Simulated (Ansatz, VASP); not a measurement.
Sb, level by level in two programs

```
CELL_PARAMETERS angstrom
3.14308 0.00000 0.00000
0.00000 4.37631 0.00000
-0.03917 0.00000 4.43503
ATOMIC_POSITIONS crystal
Sb 0.01139 0.25000 0.24117
Sb 0.98861 0.75000 0.75883
```

Single points on this cell with VASP 6.6.1 and Ansatz 0.2.0. Each row is one pair of runs. Alike in all rows: spin: off; smearing: fermi-dirac, width 0.05 eV; VASP's potentials, cutoff: VASP PAW PBE potentials, release 64 (Sb), 520 eV.

```csv
level,k mesh,"Ansatz's potentials, cutoff","gap on the k mesh at the Fermi level (eV), VASP","gap on the k mesh at the Fermi level (eV), Ansatz","pressure (GPa), VASP","pressure (GPa), Ansatz","rms of the force components (eV/Å), VASP","rms of the force components (eV/Å), Ansatz"
r2SCAN,9 × 6 × 6,"Ansatz PAW, 500 eV",none,none,-1.8,-1.8,0.027,0.029
PBEsol,9 × 6 × 6,"Ansatz PAW, 420 eV",none,none,-3.1,-3.2,0.020,0.019
HSE06,6 × 4 × 4,"Ansatz PAW, 420 eV",none,none,-3.4,-2.4,0.054,0.042
```

Pressure (GPa): the two programs differ by at most 0.96; rms of the force components (eV/Å): the two programs differ by at most 0.012.

VASP's potentials hold 10 valence electrons a cell and Ansatz's 30, so a difference there can come from the potentials and not from the codes.

A gap of «none» marks a metal or a gap that the smearing closes.

Spin-orbit coupling is off throughout.
